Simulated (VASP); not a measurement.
SiO2: single point with PBE+D4

The system is SiO2.

```
Si O
1.0
    -4.50047    4.50047    2.63525
     4.50047   -4.50047    2.63525
     4.50047    4.50047   -2.63525
Si O
4 8
Direct
  0.82296 0.82296 0.64592
  0.17704 0.82296 0.00000
  0.82296 0.17704 0.00000
  0.17704 0.17704 0.35408
  0.00000 0.79043 0.79043
  0.20957 0.00000 0.20957
  0.79043 0.00000 0.79043
  0.00000 0.20957 0.20957
  0.00000 0.00000 0.50000
  0.50000 0.00000 0.00000
  0.00000 0.50000 0.00000
  0.50000 0.50000 0.50000
```

```yaml
Program: VASP 6.6.1
Task: single point
Functional: PBE
Dispersion: D4
Potentials_or_basis: VASP PAW PBE potentials, release 64 (Si, O)
Cutoff: 520 eV
k_mesh: 6 × 6 × 6
Occupations: fermi-dirac, width 0.05 eV
Spin: no spin polarisation
```

```
Pressure                   : 0.0 GPa
Largest force              : 0.027 eV/Å
Band gap on the k mesh     : 5.37 eV
Dispersion energy per atom : -0.126 eV
```

Forces on the atoms (eV/Å):
```
Si  -0.019 -0.019  0.000
Si  -0.019  0.019  0.000
Si   0.019 -0.019  0.000
Si   0.019  0.019  0.000
O    0.012  0.000  0.000
O    0.000 -0.012  0.000
O    0.000  0.012  0.000
O   -0.012  0.000  0.000
O    0.000  0.000  0.000
O    0.000  0.000  0.000
O    0.000  0.000  0.000
O    0.000  0.000  0.000
```

Levels at points of the mesh, in eV from the valence-band top:
| k point | band 28 | band 29 | band 30 | band 31 | band 32 | band 33 | band 34 | band 35 | band 36 | band 37 |
| --- | --- | --- | --- | --- | --- | --- | --- | --- | --- | --- |
| (0.00, 0.00, 0.00) | -1.34 | -0.81 | -0.67 | -0.02 | 0.00 | 5.37 | 8.27 | 8.41 | 8.64 | 9.10 |
| (0.50, 0.00, 0.00) | -1.10 | -1.07 | -0.74 | -0.57 | -0.25 | 7.52 | 7.69 | 8.59 | 8.72 | 9.17 |
| (0.50, 0.50, 0.00) | -0.73 | -0.44 | -0.38 | -0.38 | -0.24 | 6.51 | 6.89 | 8.50 | 8.76 | 9.28 |
| (0.50, 0.50, 0.50) | -0.99 | -0.99 | -0.18 | 0.00 | 0.00 | 7.46 | 7.46 | 7.57 | 8.02 | 8.59 |

Wall time 7.1 min on 1 thread of Intel(R) Xeon(R) Platinum 8259CL CPU @ 2.50GHz (Skylake/Cascade Lake) (shared host), peak memory 0.49 GiB.

A k mesh can miss the band edges.
